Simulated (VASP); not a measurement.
# Si2C (Fm-3m) in VASP: a series of runs, part 2 of 3

VASP 6.6.1. The steps go on from the part before.

### Step 3. Single point, PBE

This run uses another cell than the first one, of 14.25 Å³/atom.

Contents of INCAR:

```
PREC = Accurate
ENCUT = 520
EDIFF = 1E-7
ISMEAR = 0
SIGMA = 0.1
LREAL = F
LASPH = T
NELM = 60
ALGO = Normal
ISIF = 2
LWAVE = F
LCHARG = F
GGA = PE
NBANDS = 13
```

Contents of KPOINTS:

```
regular mesh
0
Gamma
  6 6 6
```

Contents of POSCAR:

```
Si2C
1.0
    0.0000000000      2.7754637500      2.7754637500
    2.7754637500      0.0000000000      2.7754637500
    2.7754637500      2.7754637500      0.0000000000
Si C
2 1
Direct
    0.2500000000      0.2500000000      0.2500000000
    0.7500000000      0.7500000000      0.7500000000
    0.5000000000      0.5000000000      0.5000000000
```

Potentials or basis: VASP PAW PBE potentials, release 64 (Si, C).

On the command line:

```sh
$ cat potpaw_PBE.64/Si/POTCAR potpaw_PBE.64/C/POTCAR > POTCAR
$ mpirun -np 1 vasp_std > vasp.out
```

OUTCAR:

```text
PREC = Accurate
   ENCUT = 520
   EDIFF = 1E-7
   ISMEAR = 0
   LREAL = F
   LASPH = T
   NELM = 60
   ISIF = 2
   GGA = PE

 ion  position               nearest neighbor table
   1  0.250  0.250  0.250-   3 2.40   3 2.40   3 2.40   3 2.40   2 2.78   2 2.78   2 2.78   2 2.78
                             2 2.78   2 2.78
   2  0.750  0.750  0.750-   3 2.40   3 2.40   3 2.40   3 2.40   1 2.78   1 2.78   1 2.78   1 2.78
                             1 2.78   1 2.78
   3  0.500  0.500  0.500-   1 2.40   1 2.40   1 2.40   1 2.40   2 2.40   2 2.40   2 2.40   2 2.40

  LATTYP: Found a face centered cubic cell.
 ALAT       =     5.5509275000

  Lattice vectors:

 A1 = (   0.0000000000,   2.7754637500,   2.7754637500)
 A2 = (   2.7754637500,   0.0000000000,   2.7754637500)
 A3 = (   2.7754637500,   2.7754637500,   0.0000000000)

Analysis of symmetry for initial positions (statically):
=====================================================================
 Subroutine PRICEL returns:
 Original cell was already a primitive cell.

 Routine SETGRP: Setting up the symmetry group for a
 face centered cubic supercell.

 Subroutine GETGRP returns: Found 48 space group operations
 (whereof 48 operations were pure point group operations)
 out of a pool of 48 trial point group operations.

The static configuration has the point symmetry O_h .

Analysis of symmetry for dynamics (positions and initial velocities):
=====================================================================
 Subroutine PRICEL returns:
 Original cell was already a primitive cell.

 Routine SETGRP: Setting up the symmetry group for a
 face centered cubic supercell.

 Subroutine GETGRP returns: Found 48 space group operations
 (whereof 48 operations were pure point group operations)
 out of a pool of 48 trial point group operations.

The dynamic configuration has the point symmetry O_h .

 Subroutine INISYM returns: Found 48 space group operations
 (whereof 48 operations are pure point group operations),
 and found     1 'primitive' translations

[... 116 lines left out ...]
   LEPSILON=     F    determine dielectric tensor
   LRPA    =     F    only Hartree local field effects (RPA)
 non-spin polarized calculation
 Gauss-broadening in eV      SIGMA  =   0.10
  energy-cutoff  :      520.00
  volume of cell :       42.76
 maximum number of plane-waves:      1167
 NGX is ok and might be reduce to    30
   NGX = 15   NGY = 15   NGZ = 15

 number of electron      12.0000000 magnetization

 Free energy of the ion-electron system (eV)
  ---------------------------------------------------
  ext. energy  EPLUGINS =         0.00000000
  ---------------------------------------------------
  free energy    TOTEN  =       -15.35722476 eV

  energy without entropy =      -15.35290981  energy(sigma->0) =      -15.35506729

 E-fermi :   7.5133     XC(G=0): -10.6396

 val. band max:        7.4561490113   @ k =   0.5000   0.0000   0.0000
 cond. band min:       7.6478095088   @ k =   0.3333   0.0000   0.0000
 fundamental gap:      0.1916604975
 Fermi energy:         7.5133176974

 k-point     1 :       0.0000    0.0000    0.0000
  band No.  band energies     occupation
      1      -6.9237      2.00000
      2       4.0861      2.00000
      3       5.0105      2.00000
      4       5.0105      2.00000
      5       5.0105      2.00000
      6       6.7966      2.00000
      7       6.7966      2.00000
      8       6.7966      2.00000
      9       7.1677      2.00000
     10      12.6437      0.00000
     11      12.6437      0.00000
     12      12.6437      0.00000
     13      13.5155      0.00000
[... 226 lines left out ...]
  band No.  band energies     occupation
      1      -3.7330      2.00000
      2      -1.6462      2.00000
      3      -0.1520      2.00000
      4       1.4401      2.00000
      5       5.5820      2.00000
      6       6.7039      2.00000
      7       9.2903      0.00000
      8       9.8618      0.00000
      9      12.1372      0.00000
     10      12.7232      0.00000
     11      15.0241      0.00000
     12      16.2899      0.00000
     13      17.0723      0.00000

------------------------ aborting loop because EDIFF is reached ----------------------------------------

  FORCE on cell =-STRESS in cart. coord.  units (eV):
  Direction    XX          YY          ZZ          XY          YZ          ZX
  --------------------------------------------------------------------------------------
  -------------------------------------------------------------------------------------
  Total       -1.9138158     -1.9138158     -1.9138158      0.0000000      0.0000000      0.0000000
  in kB      -71.7090633    -71.7090633    -71.7090633      0.0000000      0.0000000      0.0000000
  external PRESSURE =     -71.7090633 kB  Pullay stress =       0.0000000 kB

 VOLUME and BASIS-vectors are now :
 -----------------------------------------------------------------------------
  energy-cutoff  :      520.00
  volume of cell :       42.76
      direct lattice vectors                 reciprocal lattice vectors
     0.000000000  2.775463750  2.775463750    -0.180150074  0.180150074  0.180150074
     2.775463750  0.000000000  2.775463750     0.180150074 -0.180150074  0.180150074
     2.775463750  2.775463750  0.000000000     0.180150074  0.180150074 -0.180150074

 POSITION                                       TOTAL-FORCE (eV/Angst)
 -----------------------------------------------------------------------------------
      1.38773      1.38773      1.38773        -0.000000     -0.000000     -0.000000
      4.16320      4.16320      4.16320         0.000000      0.000000      0.000000
      2.77546      2.77546      2.77546         0.000000     -0.000000      0.000000
 -----------------------------------------------------------------------------------
    total drift:                                0.000000     -0.000000     -0.000000

  FREE ENERGIE OF THE ION-ELECTRON SYSTEM (eV)
  ---------------------------------------------------
  free  energy   TOTEN  =       -15.3572247586 eV

  energy  without entropy=      -15.3529098147  energy(sigma->0) =      -15.35506729
```

OSZICAR:

```text
N       E                     dE             d eps       ncg     rms          rms(c)
DAV:   1     0.152402060923E+02    0.15240E+02   -0.51388E+03   416   0.787E+02
DAV:   2    -0.143060867340E+02   -0.29546E+02   -0.27686E+02   543   0.116E+02
DAV:   3    -0.158672122734E+02   -0.15611E+01   -0.15383E+01   531   0.236E+01
DAV:   4    -0.158816385809E+02   -0.14426E-01   -0.14410E-01   506   0.270E+00
DAV:   5    -0.158817893193E+02   -0.15074E-03   -0.15074E-03   529   0.268E-01    0.448E+00
DAV:   6    -0.153793681933E+02    0.50242E+00   -0.25814E+00   508   0.788E+00    0.220E+00
DAV:   7    -0.153672432912E+02    0.12125E-01   -0.16819E-01   456   0.249E+00    0.125E+00
DAV:   8    -0.153597251673E+02    0.75181E-02   -0.49927E-02   431   0.134E+00    0.299E-01
DAV:   9    -0.153571454803E+02    0.25797E-02   -0.95290E-03   505   0.496E-01    0.829E-02
DAV:  10    -0.153572236868E+02   -0.78207E-04   -0.73430E-04   466   0.171E-01    0.175E-02
DAV:  11    -0.153572257360E+02   -0.20492E-05   -0.44960E-06   534   0.153E-02    0.850E-03
DAV:  12    -0.153572250503E+02    0.68576E-06   -0.67251E-07   471   0.481E-03    0.371E-03
DAV:  13    -0.153572247445E+02    0.30571E-06   -0.89738E-07   471   0.534E-03    0.102E-03
DAV:  14    -0.153572247586E+02   -0.14045E-07   -0.21513E-08   238   0.957E-04
   1 F= -.15357225E+02 E0= -.15355067E+02  d E =-.431494E-02
```

Wall time 12 s (1 thread of Intel Xeon Platinum 8488C (Sapphire Rapids), shared host); peak memory 0.15 GiB.

What came out:

```yaml
Free_energy: -15.3572 eV
Pressure: -7.2 GPa
Band_gap_on_the_k_mesh: zero (bands 6 and 7 overlap by 2.28 eV)
```

Levels at points of the mesh, in eV from the Fermi level:
```csv
k point,band 2,band 3,band 4,band 5,band 6,band 7,band 8,band 9,band 10,band 11
"(0.00, 0.00, 0.00)",-3.43,-2.50,-2.50,-2.50,-0.72,-0.72,-0.72,-0.35,5.13,5.13
"(0.50, 0.00, 0.00)",-9.73,-4.15,-3.69,-3.69,-0.06,-0.06,2.12,3.55,5.12,5.12
"(0.50, 0.50, 0.00)",-9.66,-5.43,-5.43,-5.00,-2.55,3.62,4.45,4.45,7.16,7.16
```

Caveat: the cell stands under tension.

[end of part 2 of 3]
